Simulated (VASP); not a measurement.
Set up this calculation in VASP 6.6.1, as the native input.

- Task: single point
- Functional: r2SCAN
- Potentials or basis: VASP PAW PBE potentials, release 64 (Si)
- Cutoff: 520 eV
- k mesh: 10 × 10 × 10
- Occupations: gaussian, width 0.05 eV
- Spin: no spin polarisation
- Dipole correction: no
- Further INCAR settings: ALGO = Normal; EDIFF = 1e-06; NBANDS = 16

The system is Si.

```
CELL_PARAMETERS angstrom
-3.37724 3.37724 1.97954
3.37724 -3.37724 1.97954
3.37724 3.37724 -1.97954
ATOMIC_POSITIONS crystal
Si 0.17875 0.17875 0.35751
Si 0.82125 0.82125 0.64249
Si 0.17875 0.82125 0.00000
Si 0.82125 0.17875 0.00000
```

This cell differs from its parent crystal: strain +0.015 along x and y, +0.030 along z.

These files were run (other wordings do the same):

POSCAR

```
Si
1.0
   -3.3772395992      3.3772395992      1.9795369371
    3.3772395992     -3.3772395992      1.9795369371
    3.3772395992      3.3772395992     -1.9795369371
Si
4
Direct
    0.1787531995      0.1787531995      0.3575063991
    0.8212468005      0.8212468005      0.6424936010
    0.1787531995      0.8212468005      0.0000000000
    0.8212468005      0.1787531995      0.0000000000
```

INCAR.step1

```
SYSTEM = Si
ALGO = Normal
EDIFF = 1E-4
ENCUT = 520
GGA = PE
ISMEAR = 0
LASPH = .TRUE.
LCHARG = .FALSE.
LREAL = .FALSE.
LWAVE = .TRUE.
NBANDS = 16
NELM = 60
PREC = Accurate
SIGMA = 0.05
```

INCAR.step2

```
SYSTEM = Si
ALGO = Normal
EDIFF = 1E-6
ENCUT = 520
ISIF = 2
ISMEAR = 0
ISTART = 1
LASPH = .TRUE.
LCHARG = .FALSE.
LMIXTAU = .TRUE.
LREAL = .FALSE.
LWAVE = .FALSE.
METAGGA = R2SCAN
NBANDS = 16
NELM = 60
PREC = Accurate
SIGMA = 0.05
```

KPOINTS

```
k-points
0
G
  10 10 10
  0 0 0
```

Potentials or basis: VASP PAW PBE potentials, release 64 (Si).

Launch:

```bash
$ cat potpaw_PBE.64/Si/POTCAR > POTCAR
$ cp INCAR.step1 INCAR
$ mpirun -np 1 vasp_std > vasp.out
$ cp INCAR.step2 INCAR
$ mpirun -np 1 vasp_std > vasp.out
```

Results of the run:

```
Pressure               : -4.9 GPa
Largest force          : 0.047 eV/Å
Band gap on the k mesh : 0.48 eV
```

Caveat: the cell differs from its parent crystal (strain +0.015 along x and y, +0.030 along z); the cell stands under tension; the PAW data sets were made with another functional, which shifts forces and pressure a little.

It took 4.7 min on 1 thread of Intel(R) Xeon(R) Platinum 8488C (Sapphire Rapids), on a shared host, peak memory 0.31 GiB.
